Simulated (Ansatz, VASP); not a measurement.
F in VASP and in Ansatz

```xyz
4
Lattice="2.7494 -1.8933 0.2902 2.7494 1.8933 0.2902 -0.8737 0.0000 7.1325" Properties=species:S:1:pos:R:3 pbc="T T T"
F     4.0404   -0.6216    1.1050
F     1.0216   -0.6216    3.0416
F     0.5847    0.6216    6.6078
F     3.6036    0.6216    4.6713
```

Change from the starting cell: volume 18.804 Å^3 an atom, stretch along a over the lengths across it, relative to the relaxed cell 0.9230.

Alike in both runs: task single point; functional PBE; dispersion D3(BJ); k mesh 8 × 8 × 4; occupations gaussian, width 0.05 eV; no spin polarisation.

|  | VASP | Ansatz |
| --- | --- | --- |
| version | VASP 6.6.1 | Ansatz 0.2.0 |
| potentials or method | VASP PAW PBE potentials, release 64 (F), cutoff 520 eV | scalar-relativistic, plane waves, PAW |
| valence electrons in the cell | 28 | 28 |

Ansatz gave:

```
gap on the k mesh at the Fermi level (eV)                     : 2.25
least direct gap on the mesh (eV)                             : 2.25
pressure (GPa)                                                : -4.9
traceless stress, the component that is largest in VASP (GPa) : -6.71
rms of the force components (eV/Å)                            : 1.242
```

**Question.** Estimate VASP's values.

**Answer.** gap on the k mesh at the Fermi level (eV): 2.19; least direct gap on the mesh (eV): 2.19; pressure (GPa): -4.8; traceless stress, the component that is largest in VASP (GPa): -5.97; rms of the force components (eV/Å): 1.104.

Atom by atom the forces differ by 0.138 eV/Å (rms over components).
